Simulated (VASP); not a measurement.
The system is TiTe2.

```
CELL_PARAMETERS angstrom
3.82421 0.00000 0.00000
-1.91210 3.31186 0.00000
0.00000 0.00000 6.71825
ATOMIC_POSITIONS crystal
Ti 0.00000 0.00000 0.00000
Te 0.66667 0.33333 0.74983
Te 0.33333 0.66667 0.25017
```

| Item | Value |
| --- | --- |
| Program | VASP 6.6.1 |
| Task | relaxation of cell and atoms |
| Functional | PBE |
| Potentials or basis | VASP PAW PBE potentials, release 64 (Ti_sv, Te) |
| Cutoff | 600 eV |
| k mesh | 15 × 15 × 8 |
| Occupations | gaussian, width 0.1 eV |
| Spin | no spin polarisation |

At the start: pressure 0.1 GPa; volume 28.36 Å³/atom.

Question: How do energy, volume and symmetry change on relaxing?

Answer: Over 5 steps the energy falls by 4.3 meV/atom and the volume is 28.07 Å³/atom (-1.0 %); space group P-3m1 (No. 164, to 0.05 Å).

Step by step:
```
step  energy change (eV)  largest force (eV/Å)  pressure (GPa)  volume (Å³)
   1              0.0000                0.1977            0.09        85.09
   2             -0.0083                0.0391           -0.38        85.28
   3             -0.0098                0.0621           -0.68        85.39
   4             -0.0126                0.0136            0.25        83.84
   5             -0.0129                0.0053            0.02        84.22
```

Final structure:
```
Ti Te
1.0
     3.76936    0.00000    0.00000
    -1.88468    3.26436    0.00000
     0.00000    0.00000    6.84426
Ti Te
1 2
Direct
  0.00000 0.00000 0.00000
  0.66667 0.33333 0.74716
  0.33333 0.66667 0.25284
```

Caveat: this functional lacks dispersion, which binds the layers, so the pressure and a relaxed spacing across them are unreliable.
